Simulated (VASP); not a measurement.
# Na3LaO3 in VASP: a series of runs, part 2 of 2

VASP 6.6.1. The steps go on from the part before.

## 3. Single point, PBE

This run uses another cell than the first one, of the same volume but with other edges.

Contents of INCAR:

```
SYSTEM = Na3LaO3
  ALGO = Normal
  EDIFF = 1E-6
  ENCUT = 520
  GGA = PE
  ISIF = 2
  ISMEAR = 0
  LASPH = .TRUE.
  LCHARG = .TRUE.
  LELF = .TRUE.
  LREAL = .FALSE.
  LVHAR = .TRUE.
  LWAVE = .FALSE.
  NBANDS = 34
  NELM = 80
  PREC = Accurate
  SIGMA = 0.02
```

Contents of KPOINTS:

```
k-points
0
G
  8 8 8
  0 0 0
```

Contents of POSCAR:

```
Na3LaO3
1.0
   -2.2030591074      2.4530974712      5.6522298779
    2.2030591074     -2.4530974712      5.6522298779
    2.2030591074      2.4530974712     -5.6522298779
Na La O
3 1 3
Direct
    0.6801143522      0.1801143522      0.5000000000
    0.1238323525      0.6238323525      0.5000000000
    0.9698785206      0.9698785206      0.0000000000
    0.3902490074      0.3902490074      0.0000000000
    0.9073391555      0.4073391555      0.5000000000
    0.4731799441      0.9731799441      0.5000000000
    0.1888419219      0.1888419219      0.0000000000
```

Potentials or basis: VASP PAW PBE potentials, release 64 (Na_pv, La, O).

On the command line:

```console
$ cat potpaw_PBE.64/Na_pv/POTCAR potpaw_PBE.64/La/POTCAR potpaw_PBE.64/O/POTCAR > POTCAR
$ mpirun -np 1 vasp_std > vasp.out
```

OUTCAR:

```text
SYSTEM = Na3LaO3
   EDIFF = 1E-6
   ENCUT = 520
   GGA = PE
   ISIF = 2
   ISMEAR = 0
   LASPH = .TRUE.
   LREAL = .FALSE.
   NELM = 80
   PREC = Accurate

 ion  position               nearest neighbor table
   1  0.680  0.180  0.500-   6 2.34
   2  0.124  0.624  0.500-   7 2.32   7 2.32
   3  0.970  0.970  0.000-   5 2.31   5 2.31
   4  0.390  0.390  0.000-   7 2.28   6 2.39   6 2.39   5 2.46   5 2.46
   5  0.907  0.407  0.500-   3 2.31   3 2.31   4 2.46   4 2.46
   6  0.473  0.973  0.500-   1 2.34   4 2.39   4 2.39
   7  0.189  0.189  0.000-   4 2.28   2 2.32   2 2.32

  LATTYP: Found a body centered orthorhombic cell.
 ALAT       =     4.4061182148
 B/A-ratio  =     1.1134959852
 C/A-ratio  =     2.5656278848

  Lattice vectors:

 A1 = (  -2.2030591074,   2.4530974712,   5.6522298779)
 A2 = (   2.2030591074,  -2.4530974712,   5.6522298779)
 A3 = (   2.2030591074,   2.4530974712,  -5.6522298779)

Analysis of symmetry for initial positions (statically):
=====================================================================
[... 187 lines left out ...]
 fundamental gap:      1.2767117461
 Fermi energy:         2.3023077207

 k-point     1 :       0.0000    0.0000    0.0000
  band No.  band energies     occupation
      1     -27.6320      2.00000
      2     -20.9174      2.00000
      3     -20.7925      2.00000
      4     -20.7128      2.00000
      5     -20.4586      2.00000
      6     -20.2629      2.00000
[... 877 lines left out ...]
     33       7.6241      0.00000
     34       7.8202      0.00000

 [... further k-points ...]

------------------------ aborting loop because EDIFF is reached ----------------------------------------

  FORCE on cell =-STRESS in cart. coord.  units (eV):
  Direction    XX          YY          ZZ          XY          YZ          ZX
  --------------------------------------------------------------------------------------
  -------------------------------------------------------------------------------------
  Total       -0.0331675     -0.0580699     -0.0441046      0.0000000      0.0000000      0.0000000
  in kB       -0.4349130     -0.7614493     -0.5783276      0.0000000      0.0000000      0.0000000
  external PRESSURE =      -0.5915633 kB  Pullay stress =       0.0000000 kB

 VOLUME and BASIS-vectors are now :
 -----------------------------------------------------------------------------
  energy-cutoff  :      520.00
  volume of cell :      122.19
      direct lattice vectors                 reciprocal lattice vectors
    -2.203059107  2.453097471  5.652229878     0.000000000  0.203823943  0.088460663
     2.203059107 -2.453097471  5.652229878     0.226957143  0.000000000  0.088460663
     2.203059107  2.453097471 -5.652229878     0.226957143  0.203823943  0.000000000

 POSITION                                       TOTAL-FORCE (eV/Angst)
 -----------------------------------------------------------------------------------
      0.00000      2.45310      2.03610         0.000000     -0.000000      0.006668
      2.20306      0.00000      1.39986         0.000000     -0.000000      0.000898
      0.00000      0.00000     10.96395        -0.000000      0.000000      0.005460
      0.00000      0.00000      4.41155         0.000000      0.000000     -0.009427
      0.00000      2.45310      4.60475        -0.000000     -0.000000     -0.013090
      2.20306      0.00000      5.34904         0.000000      0.000000     -0.007747
      0.00000      0.00000      2.13476        -0.000000     -0.000000      0.017237
 -----------------------------------------------------------------------------------
    total drift:                                0.000000      0.000000      0.001278

  FREE ENERGIE OF THE ION-ELECTRON SYSTEM (eV)
  ---------------------------------------------------
  free  energy   TOTEN  =       -37.7734201746 eV

  energy  without entropy=      -37.7734201746  energy(sigma->0) =      -37.77342017
```

stdout:

```text
POSCAR found type information on POSCAR NaLaO
 POSCAR found :  3 types and       7 ions
 scaLAPACK will be used
 LDA part: xc-table for (Slater+PW92), standard interpolation
 POSCAR, INCAR and KPOINTS ok, starting setup
 FFT: planning ... GRIDC
 FFT: planning ... GRID_SOFT
 FFT: planning ... GRID
 WAVECAR not read
 entering main loop
```

Run time: 16 min. Hardware: 1 thread of Intel Xeon Platinum 8375C at 2.90GHz (Ice Lake), shared host; peak memory 0.61 GiB.

What came out:

| Property | Result |
| --- | --- |
| Free energy | -37.7734 eV |
| Pressure | -0.1 GPa |
| Largest force | 0.017 eV/Å |
| Band gap on the k mesh | 1.28 eV |

Forces on the atoms (eV/Å):
```
Na   0.000  0.000  0.007
Na   0.000  0.000  0.001
Na   0.000  0.000  0.005
La   0.000  0.000 -0.009
O    0.000  0.000 -0.013
O    0.000  0.000 -0.008
O    0.000  0.000  0.017
```

Caveat: spin-orbit coupling is left out, which moves the levels of the heavy elements. A k mesh can miss the band edges.
